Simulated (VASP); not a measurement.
Runs of VASP 6.6.1 on Mg. The structure is that of space group P6_3/mmc (No. 194), or close to it. The cells are those of the table. 

```csv
cell,k mesh,gap on the mesh (eV),pressure (GPa)
"a = 3.179, b = 3.179, c = 5.157 Å, angles 90.0, 90.0, 120.0°, 2 atoms",19 × 19 × 10,none,(c)
"a = 3.136, b = 3.136, c = 5.087 Å, angles 90.0, 90.0, 120.0°, 2 atoms",19 × 19 × 10,none,1.5
"a = 3.302, b = 3.302, c = 5.355 Å, angles 90.0, 90.0, 120.0°, 2 atoms",19 × 19 × 10,none,-3.8
"a = 3.221, b = 3.221, c = 5.225 Å, angles 90.0, 90.0, 120.0°, 2 atoms",19 × 19 × 10,none,-1.6
"a = 3.179, b = 3.179, c = 5.157 Å, angles 90.0, 90.0, 120.0°, 2 atoms",11 × 11 × 6,none,(b)
"a = 3.092, b = 3.092, c = 5.016 Å, angles 90.0, 90.0, 120.0°, 2 atoms",19 × 19 × 10,none,3.6
"a = 3.047, b = 3.047, c = 4.942 Å, angles 90.0, 90.0, 120.0°, 2 atoms",19 × 19 × 10,none,(a)
"a = 3.262, b = 3.262, c = 5.291 Å, angles 90.0, 90.0, 120.0°, 2 atoms",19 × 19 × 10,none,-2.8
```

Alike in all rows: task single point; level r2SCAN; potentials or basis VASP PAW PBE potentials, release 64 (Mg); no spin polarisation; cutoff (eV) 520; smearing fermi-dirac 0.1 eV.

**Question.** Fill in the values left out.

**Answer.** (a) 6.2; (b) -0.3; (c) -0.2.

Caveats: the PAW data sets were made with another functional, which shifts forces and pressure a little; the cell stands under pressure (at least some runs); the cell stands under tension (at least some runs).

A gap of «none» marks levels without a gap at the run's occupations.
